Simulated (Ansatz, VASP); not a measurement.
# Two plane-wave programs on As

The input INCAR:

```
SYSTEM = As
ALGO = Normal ; EDIFF = 1E-7
ENCUT = 520 ; GGA = PS
ISIF = 2 ; ISMEAR = 0
LASPH = .True. ; LCHARG = .False.
LREAL = .False. ; LWAVE = .False.
NBANDS = 12 ; NELM = 60
PREC = Accurate ; SIGMA = 0.15
```

The input KPOINTS:

```
k-points
0
Gamma
  18 18 18
  0 0 0
```

The input POSCAR:

```
As
1.0
    1.9361419412      1.1178320710      3.4334834500
   -1.9361419412      1.1178320710      3.4334834500
    0.0000000000     -2.2356641419      3.4334834500
As
2
Direct
    0.2275400000      0.2275400000      0.2275400000
    0.7724600000      0.7724600000      0.7724600000
```

Input for Ansatz:

```yaml
crystal:
  lattice:
    - [1.9361419412, 1.117832071, 3.43348345]
    - [-1.9361419412, 1.117832071, 3.43348345]
    - [0.0, -2.2356641419, 3.43348345]
  atoms:
    - { symbol: As, position: [0.22754, 0.22754, 0.22754] }
    - { symbol: As, position: [0.77246, 0.77246, 0.77246] }
basis:
  ecutwfc: 420
kpoints:
  mp_grid: { grid: [18, 18, 18] }
hamiltonian:
  xc: pbesol
scf:
  occupations: { method: gaussian, width: 0.15 }
output:
  forces: true
  stress: true
  eigenvalues: true
  write_density: true
  write_potential: true
  elf: true
  volumetric_format: npy
```

Change from the starting cell: strain +0.030 along x and y, -0.015 along z, atoms carried along.

Alike in both runs: task single point; functional PBEsol; k mesh 18 × 18 × 18; occupations gaussian, width 0.15 eV; no spin polarisation.

|  | VASP | Ansatz |
| --- | --- | --- |
| version | VASP 6.6.1 | Ansatz 0.2.0 |
| potentials or method | VASP PAW PBE potentials, release 64 (As), cutoff 520 eV | scalar-relativistic, plane waves, PAW |
| valence electrons in the cell | 10 | 30 |

Ansatz gave:

| Quantity | Value |
| --- | --- |
| gap on the k mesh at the Fermi level (eV) | none |
| pressure (GPa) | -3.7 |
| traceless stress, the component that is largest in VASP (GPa) | 1.68 |
| rms of the force components (eV/Å) | 0.009 |

Problem. Estimate VASP's values.

Solution. gap on the k mesh at the Fermi level (eV): none; pressure (GPa): -3.4; traceless stress, the component that is largest in VASP (GPa): 1.58; rms of the force components (eV/Å): 0.036.

VASP's potentials were made for PBE, not for PBEsol. Atom by atom the forces differ by 0.027 eV/Å (rms over components). A gap of «none» marks a metal or a gap that the smearing closes. VASP's potentials hold 10 valence electrons a cell and Ansatz's 30, so a difference there can come from the potentials and not from the codes.
